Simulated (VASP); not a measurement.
A run of VASP 6.6.1:

Contents of INCAR:

```
SYSTEM = KF
ALGO = Normal
EDIFF = 1E-6
ENCUT = 520
GGA = PE
ISIF = 2
ISMEAR = 0
LASPH = .TRUE.
LCHARG = .FALSE.
LREAL = .FALSE.
LWAVE = .FALSE.
NBANDS = 15
NELM = 60
PREC = Accurate
SIGMA = 0.02
```

The input KPOINTS:

```
k-points
0
G
  8 8 8
  0 0 0
```

Contents of POSCAR:

```
KF
1.0
    0.0000000000      2.6540577165      2.6540577165
    2.6540577165      0.0000000000      2.6540577165
    2.6540577165      2.6540577165      0.0000000000
K F
1 1
Direct
    0.0000000000      0.0000000000      0.0000000000
    0.5000000000      0.5000000000      0.5000000000
```

Potentials or basis: VASP PAW PBE potentials, release 64 (K_sv, F).

Launch:

```bash
$ cat potpaw_PBE.64/K_sv/POTCAR potpaw_PBE.64/F/POTCAR > POTCAR
$ mpirun -np 1 vasp_std > vasp.out
```

Hardware: 1 thread of AMD EPYC 7R13 (shared host).

**Question.** Estimate the wall time of this run.

**Answer.** Run time: 30 s on 1 thread of AMD EPYC 7R13, on a shared host, peak memory 0.13 GiB. Counts: scf iterations 13, k points 29.
